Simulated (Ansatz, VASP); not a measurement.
Au in VASP and in Ansatz

The input INCAR:

```
SYSTEM = Au
PREC = Accurate
ENCUT = 520
EDIFF = 1E-6
ISMEAR = 0
SIGMA = 0.15
LREAL = .FALSE.
LASPH = .TRUE.
NELM = 60
ALGO = Fast
ISIF = 2
LWAVE = .FALSE.
LCHARG = .FALSE.
GGA = PE
NBANDS = 42
```

The input KPOINTS:

```
Automatic mesh
0
G
  18 18 4
  0 0 0
```

The input POSCAR:

```
Au
1.0
    2.0455000000     -2.0455000000      0.0000000000
    2.0455000000      0.0000000000     -2.0455000000
   11.6461016151     11.6461016151     11.6461016151
Au
6
Direct
    0.6666666667      0.6666666667      0.0585343482
    0.0000000000      0.0000000000      0.6439949219
    0.3333333333      0.3333333333      0.1756264629
    0.6666666667      0.6666666667      0.4098106924
    0.0000000000      0.0000000000      0.2927185777
    0.3333333333      0.3333333333      0.5269028071
```

Input for Ansatz:

```yaml
crystal:
  lattice:
    - [2.0455, -2.0455, 0.0]
    - [2.0455, 0.0, -2.0455]
    - [11.6461016151, 11.6461016151, 11.6461016151]
  atoms:
    - { symbol: Au, position: [0.6666666667, 0.6666666667, 0.0585343482] }
    - { symbol: Au, position: [0.0, 0.0, 0.6439949219] }
    - { symbol: Au, position: [0.3333333333, 0.3333333333, 0.1756264629] }
    - { symbol: Au, position: [0.6666666667, 0.6666666667, 0.4098106924] }
    - { symbol: Au, position: [0.0, 0.0, 0.2927185777] }
    - { symbol: Au, position: [0.3333333333, 0.3333333333, 0.5269028071] }
basis:
  ecutwfc: 420
kpoints:
  mp_grid: { grid: [18, 18, 4] }
hamiltonian:
  xc: pbe
scf:
  occupations: { method: gaussian, width: 0.15 }
output:
  forces: true
  stress: true
  eigenvalues: true
```

Alike in both runs: task single point; functional PBE; k mesh 18 × 18 × 4; occupations gaussian, width 0.15 eV; no spin polarisation.

|  | VASP | Ansatz |
| --- | --- | --- |
| version | VASP 6.6.1 | Ansatz 0.2.0 |
| potentials or method | VASP PAW PBE potentials, release 64 (Au), cutoff 520 eV | scalar-relativistic, plane waves, PAW |
| valence electrons in the cell | 66 | 114 |

Ansatz gave:

| Property | Result |
| --- | --- |
| gap on the k mesh at the Fermi level (eV) | none |
| rms of the force components (eV/Å) | 0.147 |

Q: What did VASP give for the same quantities?

A: gap on the k mesh at the Fermi level (eV): none; rms of the force components (eV/Å): 0.144.

Atom by atom the forces differ by 0.003 eV/Å (rms over components). A gap of «none» marks a metal or a gap that the smearing closes. VASP's potentials hold 66 valence electrons a cell and Ansatz's 114, so a difference there can come from the potentials and not from the codes.

Neither program's run includes spin-orbit coupling.
